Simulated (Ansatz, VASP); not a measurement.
## One calculation of BeH, two programs

File INCAR:

```
ALGO = Normal ; EDIFF = 1E-7
EDIFFG = -0.01 ; ENCUT = 1230
GGA = PE ; GGA_COMPAT = F
IBRION = 2 ; ISIF = 3
ISMEAR = 0 ; LASPH = T
LCHARG = F ; LREAL = F
LWAVE = F ; NELM = 120
NELMIN = 4 ; NSW = 100
PREC = Accurate ; SIGMA = 0.02
```

The input KPOINTS:

```
k-points
0
Gamma
  12 8 6
```

File POSCAR:

```
BeH
1.0
    2.3870386303      0.0000000000      0.0000000000
    0.0000000000      3.9963639525      0.0000000000
    0.0000000000      0.0000000000      4.9795089401
Be H
2 2
Direct
    0.5000000000      0.2415156992      0.0000000000
    0.5000000000      0.7584843008      0.0000000000
    0.5000000000      0.0000000000      0.7827029894
    0.5000000000      0.0000000000      0.2172970106
```

Input for Ansatz:

```yaml
crystal:
  lattice:
    - [2.3870386303, 0.0, 0.0]
    - [0.0, 3.9963639525, 0.0]
    - [0.0, 0.0, 4.9795089401]
  atoms:
    - { symbol: Be, position: [0.5, 0.2415156992, 0.0] }
    - { symbol: Be, position: [0.5, 0.7584843008, 0.0] }
    - { symbol: H, position: [0.5, 0.0, 0.7827029894] }
    - { symbol: H, position: [0.5, 0.0, 0.2172970106] }
basis:
  ecutwfc: 420
kpoints:
  mp_grid: { grid: [12, 8, 6] }
hamiltonian:
  xc: pbe
scf:
  occupations: { method: gaussian, width: 0.02 }
output:
  forces: true
  stress: true
  eigenvalues: true
relax:
  adjacent_minimum: "off"
  f_tol: 0.01
  max_steps: 80
  cell: { stress_tol: 0.05 }
```

Alike in both runs: task relaxation of cell and atoms; functional PBE; k mesh 12 × 8 × 6; occupations gaussian, width 0.02 eV; no spin polarisation.

|  | VASP | Ansatz |
| --- | --- | --- |
| version | VASP 6.6.1 | Ansatz 0.2.0 |
| potentials or method | VASP PAW PBE potentials, release 64 (Be, H_h), cutoff 1230 eV | scalar-relativistic, plane waves, PAW |
| valence electrons in the cell | 6 | 6 |

```tsv
	VASP	Ansatz	Ansatz less VASP
gap on the k mesh at the Fermi level, each at its own relaxed structure (eV)	0.71	0.71	+0.001
relaxed volume (Å³/atom)	12.61	12.63	+0.018
relaxed length of the cell vector where the two differ most in proportion (Å)	5.291	5.304	+0.0133
```
